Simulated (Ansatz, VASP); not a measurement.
## Two plane-wave programs on Rb

Contents of POSCAR:

```
Rb
1.0
    2.6041319451     -4.5602175478      0.0000000000
    2.6041319451      4.5602175478      0.0000000000
    0.0000000000      0.0000000000      8.6675291565
Rb
2
Direct
    0.8397110000      0.1602890000      0.7500000000
    0.1602890000      0.8397110000      0.2500000000
```

Contents of INCAR.step1:

```
SYSTEM = Rb
PREC     = Accurate       ! precision mode
ENCUT    = 520            ! plane-wave cutoff, eV
ISMEAR   = 1              ! smearing method
SIGMA    = 0.1            ! smearing width, eV
LREAL    = .FALSE.        ! projectors in reciprocal space
LASPH    = .TRUE.         ! aspherical terms in the spheres
NELM     = 60             ! most SCF steps
NBANDS   = 16             ! bands
GGA      = PE             ! functional
ALGO     = Normal         ! electronic algorithm
EDIFF    = 1E-4           ! SCF threshold, eV
LWAVE    = .TRUE.         ! write WAVECAR
LCHARG   = .FALSE.        ! write CHGCAR
```

File INCAR.step2:

```
SYSTEM = Rb
PREC     = Accurate       ! precision mode
ENCUT    = 520            ! plane-wave cutoff, eV
EDIFF    = 1E-6           ! SCF threshold, eV
ISMEAR   = 1              ! smearing method
SIGMA    = 0.1            ! smearing width, eV
LREAL    = .FALSE.        ! projectors in reciprocal space
LASPH    = .TRUE.         ! aspherical terms in the spheres
NELM     = 60             ! most SCF steps
ALGO     = Normal         ! electronic algorithm
ISIF     = 2              ! what is computed and relaxed
LWAVE    = .FALSE.        ! write WAVECAR
LCHARG   = .FALSE.        ! write CHGCAR
METAGGA  = R2SCAN         ! meta-GGA
LMIXTAU  = .TRUE.       
NBANDS   = 16             ! bands
ISTART   = 1
```

KPOINTS

```
Automatic mesh
0
G
  7 7 4
  0 0 0
```

Input for Ansatz:

```yaml
crystal:
  lattice:
    - [2.604131945059243, -4.560217547842141, 0.0]
    - [2.604131945059243, 4.560217547842141, 0.0]
    - [0.0, 0.0, 8.667529156471545]
  atoms:
    - { symbol: Rb, position: [0.839711, 0.160289, 0.75] }
    - { symbol: Rb, position: [0.160289, 0.839711, 0.25] }
basis:
  ecutwfc: 600.0
kpoints:
  mp_grid:
    grid: [7, 7, 4]
hamiltonian:
  xc: r2scan
  pseudopotentials:
    kind: paw
scf:
  occupations:
    method: cold
output:
  stress: true
```

Alike in both runs: task single point; functional r2SCAN; k mesh 7 × 7 × 4; no spin polarisation.

```csv
,VASP,Ansatz
version,VASP 6.6.1,Ansatz 0.2.0
potentials or method,"VASP PAW PBE potentials, release 64 (Rb_sv), cutoff 520 eV","plane waves, PAW"
occupations,"methfessel-paxton of order 1, width 0.1 eV",cold
valence electrons in the cell,18,18
```

|  | VASP | Ansatz | Ansatz less VASP |
| --- | --- | --- | --- |
| pressure (GPa) | -0.2 | -0.2 | 0.00 |

VASP's potentials were made for PBE, not for r2SCAN.
